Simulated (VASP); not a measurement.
# Zn12O13 in VASP: single point with PBE

Aim: the single point of Zn12O13 with PBE.

Program: VASP 6.6.1. These are calculated values, not measurements. Logs are shortened: lines on timing, memory, paths and dates and some standing lists are left out, and cuts for length are marked.

**1. The cell of the first run**

The cell holds a slab with vacuum, 25 atoms: a = 6.499 Å, b = 5.206 Å, c = 18.566 Å, α = 90.00°, β = 90.00°, γ = 90.00°.

**2. Single point, PBE, collinear spin, zero start**

INCAR reads:

```
PREC = Accurate
ENCUT = 520
EDIFF = 1E-7
ISMEAR = 0
SIGMA = 0.02
LREAL = Auto
LASPH = True
NELM = 150
ALGO = Normal
ISIF = 2
LWAVE = False
LCHARG = False
ISPIN = 2
MAGMOM = 0 0 0 0 0 0 0 0 0 0 0 0 0 0 0 0 0 0 0 0 0 0 0 0 0
LORBIT = 11
GGA = PE
NBANDS = 133
```

KPOINTS reads:

```
Automatic mesh
0
Gamma
  2 2 1
```

POSCAR reads:

```
Zn12O13
1.0
    6.4986160000      0.0000000000      0.0000000000
    0.0000000000      5.2057090000      0.0000000000
    0.0000000000      0.0000000000     18.5659610000
Zn O
12 13
Direct
    0.2500000000      0.4999999040      0.0538620112
    0.0000000000      0.0000000000      0.1043843085
   -0.0000235435      0.5077210424      0.2081486652
    0.2525554672      0.0057974812      0.2588244153
    0.2410444008      0.4999662870      0.3644722188
   -0.0000263133      0.0297287075      0.3982088511
    0.7500000000      0.4999999040      0.0538620112
    0.5000000000      0.0000000000      0.1043843085
    0.4999815345      0.5069541920      0.2079993058
    0.7474160652      0.0057855712      0.2588275931
    0.7588988178      0.4999707052      0.3644722188
    0.4999699936     -0.0652650772      0.4232200531
    0.0000000000      0.3790100445      0.1043843085
    0.2500000000      0.8790099485      0.0538620112
    0.2507023034      0.3887916132      0.2595767599
   -0.0000141569      0.8880619335      0.2095474616
   -0.0000260055      0.3842247041      0.4141270683
    0.2531218955      0.8863044400      0.3622214331
    0.5000000000      0.3790100445      0.1043843085
    0.7500000000      0.8790099485      0.0538620112
    0.7492615351      0.3887854661      0.2595764367
    0.4999852276      0.8864439023      0.2085010305
    0.4999699936      0.3899659009      0.4150790794
    0.7468168607      0.8863088582      0.3622249341
    0.4999635307      0.5943578483      0.4745218952
```

Potentials or basis: VASP PAW PBE potentials, release 64 (Zn, O).

On the command line:

```sh
cat potpaw_PBE.64/Zn/POTCAR potpaw_PBE.64/O/POTCAR > POTCAR
mpirun -np 1 vasp_std > vasp.out
```

OUTCAR:

```text
PREC = Accurate
   ENCUT = 520
   EDIFF = 1E-7
   ISMEAR = 0
   LREAL = Auto
   LASPH = True
   NELM = 150
   ISIF = 2
   ISPIN = 2
   LORBIT = 11
   GGA = PE

 ion  position               nearest neighbor table
   1  0.250  0.500  0.054-  14 1.97  13 1.98  19 1.98
   2  0.000  0.000  0.104-  13 1.97  14 1.98  20 1.98  16 2.04
   3  1.000  0.508  0.208-  16 1.98  21 1.99  15 1.99  13 2.04
   4  0.253  0.006  0.259-  22 1.96  16 1.98  15 1.99  18 2.02
   5  0.241  0.500  0.364-  17 1.91  23 2.01  18 2.01  15 2.03   6 2.97  12 3.02
   6  1.000  0.030  0.398-  17 1.87  18 1.93  24 1.93   5 2.97  11 2.97
   7  0.750  0.500  0.054-  20 1.97  19 1.98  13 1.98
   8  0.500  0.000  0.104-  19 1.97  14 1.98  20 1.98  22 2.02
   9  0.500  0.507  0.208-  22 1.98  15 1.98  21 1.98  19 2.04
  10  0.747  0.006  0.259-  22 1.96  16 1.98  21 1.99  24 2.02
  11  0.759  0.500  0.364-  17 1.92  23 2.01  24 2.01  21 2.03   6 2.97  12 3.02
  12  0.500  0.935  0.423-  24 1.98  18 1.98  25 2.01  23 2.37  11 3.02   5 3.02
  13  0.000  0.379  0.104-   2 1.97   1 1.98   7 1.98   3 2.04
  14  0.250  0.879  0.054-   1 1.97   2 1.98   8 1.98
  15  0.251  0.389  0.260-   9 1.98   3 1.99   4 1.99   5 2.03
  16  1.000  0.888  0.210-   4 1.98  10 1.98   3 1.98   2 2.04
  17  1.000  0.384  0.414-   6 1.87   5 1.91  11 1.92
  18  0.253  0.886  0.362-   6 1.93  12 1.98   5 2.01   4 2.02
  19  0.500  0.379  0.104-   8 1.97   7 1.98   1 1.98   9 2.04
  20  0.750  0.879  0.054-   7 1.97   2 1.98   8 1.98
  21  0.749  0.389  0.260-   9 1.98   3 1.99  10 1.99  11 2.03
  22  0.500  0.886  0.209-   4 1.96  10 1.96   9 1.98   8 2.02
  23  0.500  0.390  0.415-  25 1.53   5 2.01  11 2.01  12 2.37
  24  0.747  0.886  0.362-   6 1.93  12 1.98  11 2.01  10 2.02
  25  0.500  0.594  0.475-  23 1.53  12 2.01

  LATTYP: Found a simple orthorhombic cell.
 ALAT       =     5.2057090000
 B/A-ratio  =     1.2483632873
 C/A-ratio  =     3.5664615521

  Lattice vectors:

 A1 = (   0.0000000000,  -5.2057090000,   0.0000000000)
 A2 = (   6.4986160000,   0.0000000000,   0.0000000000)
 A3 = (   0.0000000000,   0.0000000000,  18.5659610000)

Analysis of symmetry for initial positions (statically):
=====================================================================
 Subroutine PRICEL returns:
 Original cell was already a primitive cell.

 Routine SETGRP: Setting up the symmetry group for a
 simple orthorhombic supercell.

 Subroutine GETGRP returns: Found  1 space group operations
 (whereof  1 operations were pure point group operations)
 out of a pool of  8 trial point group operations.

The static configuration has the point symmetry C_1 .

Analysis of symmetry for dynamics (positions and initial velocities):
=====================================================================
 Subroutine PRICEL returns:
 Original cell was already a primitive cell.

 Routine SETGRP: Setting up the symmetry group for a
 simple orthorhombic supercell.

 Subroutine GETGRP returns: Found  1 space group operations
 (whereof  1 operations were pure point group operations)
 out of a pool of  8 trial point group operations.

The dynamic configuration has the point symmetry C_1 .

Analysis of structural, dynamic, and magnetic symmetry:
=====================================================================
 Subroutine PRICEL returns:
 Original cell was already a primitive cell.

 Routine SETGRP: Setting up the symmetry group for a
 simple orthorhombic supercell.

 Subroutine GETGRP returns: Found  1 space group operations
 (whereof  1 operations were pure point group operations)
 out of a pool of  8 trial point group operations.

The overall configuration has the point symmetry C_1 .

 Subroutine INISYM returns: Found  1 space group operations
 (whereof  1 operations are pure point group operations),
 and found     1 'primitive' translations

----------------------------------------------------------------------------------------

                                     Primitive cell
[... 99 lines left out ...]
   number of dos      NEDOS =    301   number of ions     NIONS =     25
   total plane-waves  NPLWV = 268800
   dimension x,y,z NGX =    48 NGY =   40 NGZ =  140
   dimension x,y,z NGXF=    96 NGYF=   80 NGZF=  280
   ions per type =              12  13
   NGX,Y,Z   is equivalent  to a cutoff of  12.28, 12.77, 12.54 a.u.
   NGXF,Y,Z  is equivalent  to a cutoff of  24.56, 25.55, 25.07 a.u.
 SYSTEM =  unknown system
   PREC   = accura    normal or accurate (medium, high low for compatibility)
   ISTART =      0    job   : 0-new  1-cont  2-samecut
   ICHARG =      2    charge: 1-file 2-atom 10-const
   ISPIN  =      2    spin polarized calculation?
   LNONCOLLINEAR =      F non collinear calculations
   LSORBIT =      F    spin-orbit coupling
   LASPH  =      T    aspherical Exc in radial PAW
   ENCUT  =  520.0 eV  38.22 Ry    6.18 a.u.  12.08  9.68 34.52*2*pi/ulx,y,z
   NELM   =    150;   NELMIN=  2; NELMDL= -5     # of ELM steps
   EDIFF  = 0.1E-06   stopping-criterion for ELM
   LREAL  =      T    real-space projection
   EDIFFG = 0.1E-05   stopping-criterion for IOM
   NSW    =      0    number of steps for IOM
   IBRION =     -1    ionic relax: 0-MD 1-quasi-New 2-CG
   NFREE  =      0    steps in history (QN), initial steepest desc. (CG)
   ISIF   =      2    stress and relaxation
   ISYM   =      2    0-nonsym 1-usesym 2-fastsym
   POTIM  = 0.5000    time-step for ionic-motion
   TEBEG  =    0.0;   TEEND  =   0.0 temperature during run
   PSTRESS=    0.0 pullay stress
   NELECT =     222.0000    total number of electrons
   NUPDOWN=      -1.0000    fix difference up-down
   EMIN   =  10.00;   EMAX   =-10.00  energy-range for DOS
   EFERMI =   0.00;   METHOD = LEGACY
   ISMEAR =     0;   SIGMA  =   0.02  broadening in eV -4-tet -1-fermi 0-gaus
   EFERMI_NEDOS =   21; number of points for ismear=-14 and -15
   IALGO  =     38    algorithm
   IMIX   =      4    mixing-type and parameters
     AMIX     =   0.40;   BMIX     =  1.00
     AMIX_MAG =   1.60;   BMIX_MAG =  1.00
  volume/ion in A,a.u.               =      25.12       169.54
  Fermi-wavevector in a.u.,A,eV,Ry     =   1.157497  2.187352 18.229066  1.339799
  Thomas-Fermi vector in A             =   2.294108
   LORBIT       =     11    0 simple, 1 ext, 2 COOP (PROOUT), +10 PAW based schemes
   GGA     = PE    functional components
   LHFCALC =     F    Hartree Fock is set to
   AEXX    =    0.0000 exact exchange contribution
   IVDW    =     0    specifies the selected vdW correction
   LEPSILON=     F    determine dielectric tensor
   LRPA    =     F    only Hartree local field effects (RPA)
 spin polarized calculation
 Gauss-broadening in eV      SIGMA  =   0.02
  energy-cutoff  :      520.00
  volume of cell :      628.08
 maximum number of plane-waves:     16972
   NGX = 25   NGY = 19   NGZ = 69

 number of electron     222.0000020 magnetization       0.0000000

 number of electron     222.0000020 magnetization      -0.0000000

 Free energy of the ion-electron system (eV)
  ---------------------------------------------------
  ext. energy  EPLUGINS =         0.00000000
  ---------------------------------------------------
  free energy    TOTEN  =      -106.55244330 eV

  energy without entropy =     -106.55244330  energy(sigma->0) =     -106.55244330

 E-fermi :  -1.8943     XC(G=0):  -5.8624

 val. band max:       -2.0548219654   @ k =   0.0000   0.0000   0.0000
 cond. band min:      -1.6515725566   @ k =   0.0000   0.0000   0.0000
 fundamental gap:      0.4032494088
 Fermi energy:        -1.8943127480

 spin component 1

 k-point     1 :       0.0000    0.0000    0.0000
  band No.  band energies     occupation
      1     -22.4956      1.00000
      2     -20.5409      1.00000
      3     -20.3560      1.00000
      4     -20.1663      1.00000
      5     -20.1056      1.00000
      6     -20.0803      1.00000
[... 493 lines left out ...]
    122       3.2566      0.00000
    123       3.3678      0.00000
 Fermi energy:        -1.8943127480

 spin component 2

 k-point     1 :       0.0000    0.0000    0.0000
  band No.  band energies     occupation
      1     -22.4956      1.00000
      2     -20.5409      1.00000
      3     -20.3560      1.00000
      4     -20.1663      1.00000
      5     -20.1056      1.00000
      6     -20.0803      1.00000
[... 493 lines left out ...]
    122       3.2566      0.00000
    123       3.3678      0.00000
 [bands above 123 left out]

------------------------ aborting loop because EDIFF is reached ----------------------------------------

  FORCE on cell =-STRESS in cart. coord.  units (eV):
  Direction    XX          YY          ZZ          XY          YZ          ZX
  --------------------------------------------------------------------------------------
  -------------------------------------------------------------------------------------
  Total        7.7121068     -0.9472873     -0.8960640      0.0000507     -1.1116533      0.0001917
  in kB       19.6727656     -2.4164294     -2.2857642      0.0001293     -2.8357095      0.0004891
  external PRESSURE =       4.9901907 kB  Pullay stress =       0.0000000 kB

 VOLUME and BASIS-vectors are now :
 -----------------------------------------------------------------------------
  energy-cutoff  :      520.00
  volume of cell :      628.08
      direct lattice vectors                 reciprocal lattice vectors
     6.498616000  0.000000000  0.000000000     0.153878918  0.000000000  0.000000000
     0.000000000  5.205709000  0.000000000     0.000000000  0.192096792  0.000000000
     0.000000000  0.000000000 18.565961000     0.000000000  0.000000000  0.053862011

 POSITION                                       TOTAL-FORCE (eV/Angst)
 -----------------------------------------------------------------------------------
      1.62465      2.60285      1.00000         0.001733      1.214595      0.959209
      0.00000      0.00000      1.93800        -0.000045     -0.778675     -0.535270
      6.49846      2.64305      3.86448         0.000400     -0.009868     -0.020853
      1.64126      0.03018      4.80532        -0.003780      0.000492      0.015867
      1.56645      2.60268      6.76678         0.018178      0.005685     -0.030336
      6.49844      0.15476      7.39313         0.000036     -0.047205      0.036459
[... 17 lines left out ...]
      4.85328      4.61387      6.72505        -0.020068     -0.007754     -0.021396
      3.24907      3.09405      8.80995         0.000196      0.031074      0.141729
 -----------------------------------------------------------------------------------
    total drift:                                0.000562     -0.009005      0.001506

  FREE ENERGIE OF THE ION-ELECTRON SYSTEM (eV)
  ---------------------------------------------------
  free  energy   TOTEN  =      -106.5524432969 eV

  energy  without entropy=     -106.5524432969  energy(sigma->0) =     -106.55244330

 total charge

# of ion       s       p       d       tot
------------------------------------------
    1        0.472   0.385   9.857  10.713
    2        0.456   0.472   9.894  10.822
    3        0.447   0.460   9.892  10.799
    4        0.454   0.477   9.899  10.830
    5        0.453   0.471   9.898  10.822
    6        0.506   0.477   9.883  10.867
[... 17 lines left out ...]
   24        1.551   3.449   0.000   5.001
   25        1.592   3.242   0.000   4.834
--------------------------------------------------
tot         25.758  49.729 118.634 194.121

 magnetization (x)

# of ion       s       p       d       tot
------------------------------------------
    1        0.000   0.000  -0.000  -0.000
    2        0.000   0.000   0.000   0.000
    3        0.000   0.000  -0.000   0.000
    4        0.000   0.000  -0.000   0.000
    5        0.000  -0.000   0.000   0.000
    6        0.000   0.000   0.000   0.000
[... 17 lines left out ...]
   24        0.000  -0.000   0.000  -0.000
   25       -0.000  -0.000   0.000  -0.000
--------------------------------------------------
tot          0.000  -0.000  -0.000  -0.000
```

Wall time 81 min (1 thread of Oxide Virtual Turin-like, shared host); peak memory 1 GiB.

What came out:

* Free energy: -106.5524 eV
* Largest force: 1.548 eV/Å
* Band gap on the k mesh: 0.40 eV
* Net moment: 0.00 μB per cell
* Valence electrons inside the program's atomic spheres: Zn 10.71, 10.82, 10.80, 10.83, 10.87, 10.81, 10.70 (each value once); O 4.99, 4.94, 5.00, 5.01, 4.89, 4.83 (each value once)

Forces in eV/Å, atoms in the order of the input:
```
Zn   0.002  1.215  0.959
Zn   0.000 -0.779 -0.535
Zn   0.000 -0.010 -0.021
Zn  -0.004  0.000  0.016
Zn   0.018  0.006 -0.030
Zn   0.000 -0.047  0.036
Zn  -0.002  1.215  0.959
Zn   0.000 -0.760 -0.623
Zn   0.000 -0.009 -0.025
Zn   0.003  0.001  0.016
Zn  -0.018  0.005 -0.030
Zn   0.000  0.078  0.040
O    0.000  0.145 -0.505
O   -0.010 -0.590  0.059
O    0.004  0.006  0.020
O    0.000  0.013 -0.017
O   -0.001  0.053  0.105
O    0.021 -0.008 -0.020
O    0.000  0.134 -0.542
O    0.010 -0.590  0.059
O   -0.004  0.006  0.020
O    0.000  0.008 -0.022
O    0.000 -0.115 -0.041
O   -0.020 -0.008 -0.021
O    0.000  0.031  0.142
```

Caveat: the k points lie up to 0.60 Å⁻¹ apart; there is no dipole correction, which matters where the two faces differ.
